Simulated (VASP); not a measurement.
# GaO (R-3m) in VASP: single point with PBEsol

Aim: the single point of GaO with PBEsol.

Everything below comes from runs of VASP 6.6.1. Logs are shortened: lines on timing, memory, paths and dates and some standing lists are left out, and cuts for length are marked.

### Step 1. The cell of the first run

It takes space group R-3m (No. 166, trigonal). The conventional cell has a = 3.075 Å, b = 3.075 Å, c = 19.223 Å, α = 90.00°, β = 90.00°, γ = 120.00°. Within 2.5 Å of Ga (site symmetry 3m) lie 3 O at 1.92 Å and 1 Ga at 2.48 Å. Within 2.5 Å of O (site symmetry 3m) lie 3 Ga at 1.92 Å.

### Step 2. Single point, PBEsol

Contents of INCAR:

```
PREC = Accurate
ENCUT = 520
EDIFF = 1E-7
ISMEAR = 0
SIGMA = 0.01
LREAL = False
LASPH = True
NELM = 100
ALGO = Normal
ISIF = 2
LWAVE = False
LCHARG = True
GGA = PS
LELF = True
LVHAR = True
NBANDS = 27
```

Contents of KPOINTS:

```
regular mesh
0
Gamma
  12 12 12
```

Contents of POSCAR:

```
GaO
1.0
    1.5373556042      0.8875926720      6.4075487159
   -1.5373556042      0.8875926720      6.4075487159
    0.0000000000     -1.7751853439      6.4075487159
Ga O
2 2
Direct
    0.9355518902      0.9355518902      0.9355518902
    0.0644481098      0.0644481098      0.0644481098
    0.2314926279      0.2314926279      0.2314926279
    0.7685073721      0.7685073721      0.7685073721
```

Potentials or basis: VASP PAW PBE potentials, release 64 (Ga_d, O).

Started as:

```console
$ cat potpaw_PBE.64/Ga_d/POTCAR potpaw_PBE.64/O/POTCAR > POTCAR
$ mpirun -np 1 vasp_std > vasp.out
```

OUTCAR:

```text
PREC = Accurate
   ENCUT = 520
   EDIFF = 1E-7
   ISMEAR = 0
   LREAL = False
   LASPH = True
   NELM = 100
   ISIF = 2
   GGA = PS

 ion  position               nearest neighbor table
   1  0.936  0.936  0.936-   3 1.92   3 1.92   3 1.92   2 2.48
   2  0.064  0.064  0.064-   4 1.92   4 1.92   4 1.92   1 2.48
   3  0.231  0.231  0.231-   1 1.92   1 1.92   1 1.92
   4  0.769  0.769  0.769-   2 1.92   2 1.92   2 1.92

  LATTYP: Found a trigonal (rhomboedric) cell.
 ALAT       =     6.6489069441
 COS(alpha) =     0.8930752713

  Lattice vectors:

 A1 = (   1.5373556042,   0.8875926720,   6.4075487159)
 A2 = (  -1.5373556042,   0.8875926720,   6.4075487159)
 A3 = (   0.0000000000,  -1.7751853439,   6.4075487159)

Analysis of symmetry for initial positions (statically):
=====================================================================
 Subroutine PRICEL returns:
 Original cell was already a primitive cell.

 Routine SETGRP: Setting up the symmetry group for a
 trigonal (rhombohedral) supercell.

 Subroutine GETGRP returns: Found 12 space group operations
 (whereof 12 operations were pure point group operations)
 out of a pool of 12 trial point group operations.

The static configuration has the point symmetry D_3d.

Analysis of symmetry for dynamics (positions and initial velocities):
=====================================================================
 Subroutine PRICEL returns:
 Original cell was already a primitive cell.

 Routine SETGRP: Setting up the symmetry group for a
 trigonal (rhombohedral) supercell.

 Subroutine GETGRP returns: Found 12 space group operations
 (whereof 12 operations were pure point group operations)
 out of a pool of 12 trial point group operations.

The dynamic configuration has the point symmetry D_3d.

 Subroutine INISYM returns: Found 12 space group operations
 (whereof 12 operations are pure point group operations),
 and found     1 'primitive' translations

----------------------------------------------------------------------------------------

                                     Primitive cell

  volume of cell :      52.4604

  direct lattice vectors                    reciprocal lattice vectors
     1.537355604  0.887592672  6.407548716     0.325233797  0.187773820  0.052021974
    -1.537355604  0.887592672  6.407548716    -0.325233797  0.187773820  0.052021974
     0.000000000 -1.775185344  6.407548716     0.000000000 -0.375547640  0.052021974

  length of vectors
     6.648906944  6.648906944  6.648906944     0.379133638  0.379133638  0.379133638

  position of ions in fractional coordinates (direct lattice)
     0.935551890  0.935551890  0.935551890
     0.064448110  0.064448110  0.064448110
     0.231492628  0.231492628  0.231492628
     0.768507372  0.768507372  0.768507372

  ion indices of the primitive-cell ions
   primitive index   ion index
                 1           1
                 2           2
                 3           3
                 4           4

----------------------------------------------------------------------------------------

 KPOINTS: regular mesh

Automatic generation of k-mesh.
 Grid dimensions read from file:
 generate k-points for:   12   12   12

 Generating k-lattice:

  Cartesian coordinates                     Fractional coordinates (reciprocal lattice)
     0.027102816  0.015647818  0.004335165     0.083333333  0.000000000  0.000000000
    -0.027102816  0.015647818  0.004335165     0.000000000  0.083333333  0.000000000
     0.000000000 -0.031295637  0.004335165     0.000000000  0.000000000  0.083333333

  Length of vectors
     0.031594470  0.031594470  0.031594470

  Shift w.r.t. Gamma in fractional coordinates (k-lattice)
     0.000000000  0.000000000  0.000000000

 Subroutine IBZKPT returns following result:
 ===========================================

 Found    189 irreducible k-points:

 Following reciprocal coordinates:
            Coordinates               Weight
  0.000000  0.000000  0.000000      1.000000
  0.083333 -0.000000 -0.000000      6.000000
  0.166667 -0.000000 -0.000000      6.000000
  0.250000 -0.000000  0.000000      6.000000
  0.333333  0.000000  0.000000      6.000000
  0.416667  0.000000  0.000000      6.000000
[... 16 lines left out ...]
  0.500000  0.166667  0.000000     12.000000
 -0.416667  0.166667 -0.000000     12.000000
 [... further k-points ...]
   k-points           NKPTS =    189   k-points in BZ     NKDIM =    189   number of bands    NBANDS=     27
   number of dos      NEDOS =    301   number of ions     NIONS =      4
   total plane-waves  NPLWV = 125000
   dimension x,y,z NGX =    50 NGY =   50 NGZ =   50
   dimension x,y,z NGXF=   100 NGYF=  100 NGZF=  100
   ions per type =               2   2
   NGX,Y,Z   is equivalent  to a cutoff of  12.50, 12.50, 12.50 a.u.
   NGXF,Y,Z  is equivalent  to a cutoff of  25.00, 25.00, 25.00 a.u.
 SYSTEM =  unknown system
   PREC   = accura    normal or accurate (medium, high low for compatibility)
   ISTART =      0    job   : 0-new  1-cont  2-samecut
   ICHARG =      2    charge: 1-file 2-atom 10-const
   ISPIN  =      1    spin polarized calculation?
   LNONCOLLINEAR =      F non collinear calculations
   LSORBIT =      F    spin-orbit coupling
   LASPH  =      T    aspherical Exc in radial PAW
   ENCUT  =  520.0 eV  38.22 Ry    6.18 a.u.  12.36 12.36 12.36*2*pi/ulx,y,z
   NELM   =    100;   NELMIN=  2; NELMDL= -5     # of ELM steps
   EDIFF  = 0.1E-06   stopping-criterion for ELM
   LREAL  =      F    real-space projection
   EDIFFG = 0.1E-05   stopping-criterion for IOM
   NSW    =      0    number of steps for IOM
   IBRION =     -1    ionic relax: 0-MD 1-quasi-New 2-CG
   NFREE  =      0    steps in history (QN), initial steepest desc. (CG)
   ISIF   =      2    stress and relaxation
   ISYM   =      2    0-nonsym 1-usesym 2-fastsym
   POTIM  = 0.5000    time-step for ionic-motion
   TEBEG  =    0.0;   TEEND  =   0.0 temperature during run
   PSTRESS=    0.0 pullay stress
   NELECT =      38.0000    total number of electrons
   NUPDOWN=      -1.0000    fix difference up-down
   EMIN   =  10.00;   EMAX   =-10.00  energy-range for DOS
   EFERMI =   0.00;   METHOD = LEGACY
   ISMEAR =     0;   SIGMA  =   0.01  broadening in eV -4-tet -1-fermi 0-gaus
   EFERMI_NEDOS =   21; number of points for ismear=-14 and -15
   IALGO  =     38    algorithm
   IMIX   =      4    mixing-type and parameters
     AMIX     =   0.40;   BMIX     =  1.00
     AMIX_MAG =   1.60;   BMIX_MAG =  1.00
  volume/ion in A,a.u.               =      13.12        88.50
  Fermi-wavevector in a.u.,A,eV,Ry     =   1.470254  2.778377 29.410980  2.161646
  Thomas-Fermi vector in A             =   2.585533
   LORBIT       =      0    0 simple, 1 ext, 2 COOP (PROOUT), +10 PAW based schemes
   GGA     = PS    functional components
   LHFCALC =     F    Hartree Fock is set to
   AEXX    =    0.0000 exact exchange contribution
   IVDW    =     0    specifies the selected vdW correction
   LEPSILON=     F    determine dielectric tensor
   LRPA    =     F    only Hartree local field effects (RPA)
 non-spin polarized calculation
 Gauss-broadening in eV      SIGMA  =   0.01
  energy-cutoff  :      520.00
  volume of cell :       52.46
 maximum number of plane-waves:      1436
 NGX is ok and might be reduce to    50
   NGX = 25   NGY = 25   NGZ = 25

 number of electron      37.9999992 magnetization

 Free energy of the ion-electron system (eV)
  ---------------------------------------------------
  ext. energy  EPLUGINS =         0.00000000
  ---------------------------------------------------
  free energy    TOTEN  =       -23.04303258 eV

  energy without entropy =      -23.04303258  energy(sigma->0) =      -23.04303258

 E-fermi :   3.6538     XC(G=0): -11.0105

 val. band max:        3.5979504827   @ k =  -0.4167   0.5000   0.4167
 cond. band min:       4.5753461454   @ k =   0.5000   0.5000   0.5000
 fundamental gap:      0.9773956628
 Fermi energy:         3.6537616146

 k-point     1 :       0.0000    0.0000    0.0000
  band No.  band energies     occupation
      1     -15.5532      2.00000
      2     -15.2407      2.00000
      3     -10.2406      2.00000
      4     -10.2406      2.00000
      5     -10.2273      2.00000
      6     -10.2273      2.00000
[... 19 lines left out ...]
     26      15.9243      0.00000
     27      16.1537      0.00000

 k-point     2 :       0.0833   -0.0000   -0.0000
  band No.  band energies     occupation
      1     -15.5068      2.00000
      2     -15.2055      2.00000
      3     -10.2299      2.00000
      4     -10.2251      2.00000
      5     -10.2237      2.00000
      6     -10.2129      2.00000
[... 19 lines left out ...]
     26      16.0674      0.00000
     27      16.1874      0.00000

 k-point     3 :       0.1667   -0.0000   -0.0000
  band No.  band energies     occupation
      1     -15.3793      2.00000
      2     -15.1100      2.00000
      3     -10.2200      2.00000
      4     -10.1803      2.00000
      5     -10.1801      2.00000
      6     -10.1731      2.00000
[... 19 lines left out ...]
     26      16.2563      0.00000
     27      16.4250      0.00000

 k-point     4 :       0.2500   -0.0000    0.0000
  band No.  band energies     occupation
      1     -15.2027      2.00000
      2     -14.9826      2.00000
      3     -10.1943      2.00000
      4     -10.1357      2.00000
      5     -10.1186      2.00000
      6     -10.1119      2.00000
[... 19 lines left out ...]
     26      15.7865      0.00000
     27      16.5750      0.00000
[... 516 lines left out ...]
      4     -10.1088      2.00000
      5     -10.1000      2.00000
      6     -10.0259      2.00000
[... 19 lines left out ...]
     26      14.6681      0.00000
     27      16.0109      0.00000

 k-point    23 :       0.5000    0.1667    0.0000
  band No.  band energies     occupation
      1     -14.8382      2.00000
      2     -14.7575      2.00000
      3     -10.1441      2.00000
      4     -10.1136      2.00000
      5     -10.1014      2.00000
      6     -10.0099      2.00000
[... 19 lines left out ...]
     26      14.2233      0.00000
     27      15.9067      0.00000

 k-point    24 :      -0.4167    0.1667   -0.0000
  band No.  band energies     occupation
      1     -14.7922      2.00000
      2     -14.7373      2.00000
      3     -10.1306      2.00000
      4     -10.1275      2.00000
      5     -10.0991      2.00000
      6     -10.0053      2.00000
[... 19 lines left out ...]
     26      14.0782      0.00000
     27      15.7523      0.00000

 [... further k-points ...]

------------------------ aborting loop because EDIFF is reached ----------------------------------------

  FORCE on cell =-STRESS in cart. coord.  units (eV):
  Direction    XX          YY          ZZ          XY          YZ          ZX
  --------------------------------------------------------------------------------------
  -------------------------------------------------------------------------------------
  Total        0.0980448      0.0980448     -0.0383841      0.0000000     -0.0000000      0.0000000
  in kB        2.9943609      2.9943609     -1.1722788      0.0000000     -0.0000000      0.0000000
  external PRESSURE =       1.6054810 kB  Pullay stress =       0.0000000 kB

 VOLUME and BASIS-vectors are now :
 -----------------------------------------------------------------------------
  energy-cutoff  :      520.00
  volume of cell :       52.46
      direct lattice vectors                 reciprocal lattice vectors
     1.537355604  0.887592672  6.407548716     0.325233797  0.187773820  0.052021974
    -1.537355604  0.887592672  6.407548716    -0.325233797  0.187773820  0.052021974
     0.000000000 -1.775185344  6.407548716     0.000000000 -0.375547640  0.052021974

 POSITION                                       TOTAL-FORCE (eV/Angst)
 -----------------------------------------------------------------------------------
      0.00000      0.00000     17.98378         0.000000      0.000000      0.016974
      0.00000      0.00000      1.23886         0.000000     -0.000000     -0.016974
      0.00000      0.00000      4.44990         0.000000     -0.000000     -0.016356
      0.00000      0.00000     14.77275         0.000000      0.000000      0.016356
 -----------------------------------------------------------------------------------
    total drift:                               -0.000000     -0.000000      0.000000

  FREE ENERGIE OF THE ION-ELECTRON SYSTEM (eV)
  ---------------------------------------------------
  free  energy   TOTEN  =       -23.0430325798 eV

  energy  without entropy=      -23.0430325798  energy(sigma->0) =      -23.04303258
```

Wall time 7 min (1 thread of Intel Xeon 6975P-C (Granite Rapids), shared host); peak memory 0.49 GiB.

Results:

| Item | Value |
| --- | --- |
| Free energy | -23.0430 eV |
| Pressure | 0.2 GPa |
| Largest force | 0.017 eV/Å |
| Band gap on the k mesh | 0.98 eV (least direct gap 0.98 eV) |

Forces on the atoms (eV/Å):
```
Ga   0.000  0.000  0.017
Ga   0.000  0.000 -0.017
O    0.000  0.000 -0.016
O    0.000  0.000  0.016
```

Levels at points of the mesh, in eV from the valence-band top:
| k point | band 15 | band 16 | band 17 | band 18 | band 19 | band 20 | band 21 | band 22 | band 23 | band 24 |
| --- | --- | --- | --- | --- | --- | --- | --- | --- | --- | --- |
| (0.00, 0.00, 0.00) | -2.34 | -2.34 | -2.25 | -2.25 | -1.55 | 2.16 | 4.44 | 9.47 | 10.25 | 10.25 |
| (0.50, 0.00, 0.00) | -3.43 | -3.37 | -3.36 | -3.03 | -0.18 | 3.00 | 5.35 | 5.53 | 9.46 | 9.65 |
| (0.50, 0.50, 0.00) | -3.57 | -3.22 | -3.13 | -2.75 | -0.66 | 2.43 | 5.72 | 5.87 | 9.40 | 9.50 |
| (0.50, 0.50, 0.50) | -2.37 | -2.37 | -2.22 | -2.22 | -0.01 | 0.98 | 4.67 | 9.06 | 10.41 | 10.41 |

Caveat: the PAW data sets were made with another functional, which shifts forces and pressure a little. A k mesh can miss the band edges.
